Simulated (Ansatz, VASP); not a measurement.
## Two plane-wave programs on SnO2

```
Sn O
1.0
     4.72013    0.00000    0.00000
     0.00000    4.72063    0.00000
     0.00000    0.00000    3.33774
Sn O
2 4
Cartesian
  2.3601 2.3603 1.6812
  0.0000 0.0000 -0.0123
  1.4443 1.4453 -0.0785
  3.8044 0.9150 1.7474
  0.9157 3.8056 1.7474
  3.2758 3.2753 -0.0785
```

Change from the starting cell: mode 14 frozen in at -0.075 Å, normal strain along z +0.0467.

Alike in both runs: task single point; functional LDA; k mesh 6 × 6 × 8; occupations gaussian, width 0.05 eV; no spin polarisation.

|  | VASP | Ansatz |
| --- | --- | --- |
| version | VASP 6.6.1 | Ansatz 0.2.0 |
| potentials or method | VASP PAW LDA potentials, release 64 (Sn_d, O), cutoff 520 eV | scalar-relativistic, plane waves, PAW |
| valence electrons in the cell | 52 | 52 |

Ansatz gave:

* gap on the k mesh at the Fermi level (eV): 0.49
* least direct gap on the mesh (eV): 0.49
* pressure (GPa): -8.8
* traceless stress, the component that is largest in VASP (GPa): -7.35
* rms of the force components (eV/Å): 0.668

Which values does VASP return?

gap on the k mesh at the Fermi level (eV): 0.52; least direct gap on the mesh (eV): 0.52; pressure (GPa): -7.7; traceless stress, the component that is largest in VASP (GPa): -7.18; rms of the force components (eV/Å): 0.696.

Ansatz warns that its potentials were made for another functional, while VASP's fit it. LDA's correlation is that of Perdew and Zunger in VASP and of Perdew and Wang (1992) in Ansatz. Atom by atom the forces differ by 0.031 eV/Å (rms over components).
